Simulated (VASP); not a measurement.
MgS, 2 atoms in the cell. The structure is tetragonal, space group I4/mmm (No. 139). The conventional cell has a = 3.385 Å, b = 3.385 Å, c = 5.411 Å, α = 90.00°, β = 90.00°, γ = 90.00°. Within 3.2 Å of Mg (site symmetry 4/mmm) lie 6 S at 2.39 to 2.71 Å. Within 3.2 Å of S (site symmetry 4/mmm) lie 6 Mg at 2.39 to 2.71 Å.  This cell differs from its parent crystal: strain -0.080 along x and y, +0.040 along z.

- Program: VASP 6.6.1
- Task: single point
- Functional: PBEsol
- Potentials or basis: VASP PAW PBE potentials, release 64 (Mg, S)
- Cutoff: 600 eV
- k mesh: 8 × 8 × 8
- Occupations: gaussian, width 0.05 eV
- Spin: no spin polarisation
- Dipole correction: no
- Further INCAR settings: ALGO = Normal; EDIFF = 1e-06; NBANDS = 11

Potentials or basis: VASP PAW PBE potentials, release 64 (Mg, S).

The run is started by

```sh
$ cat potpaw_PBE.64/Mg/POTCAR potpaw_PBE.64/S/POTCAR > POTCAR
$ mpirun -np 1 vasp_std > vasp.out
```

Hardware: 1 thread of Intel(R) Xeon(R) 6975P-C (Granite Rapids), with other jobs on the host.

**Question.** Estimate the wall time of this run.

**Answer.** Run time: 11 s on 1 thread of Intel(R) Xeon(R) 6975P-C (Granite Rapids), on a shared host, peak memory 0.17 GiB. Counts: scf iterations 11, k points 59.
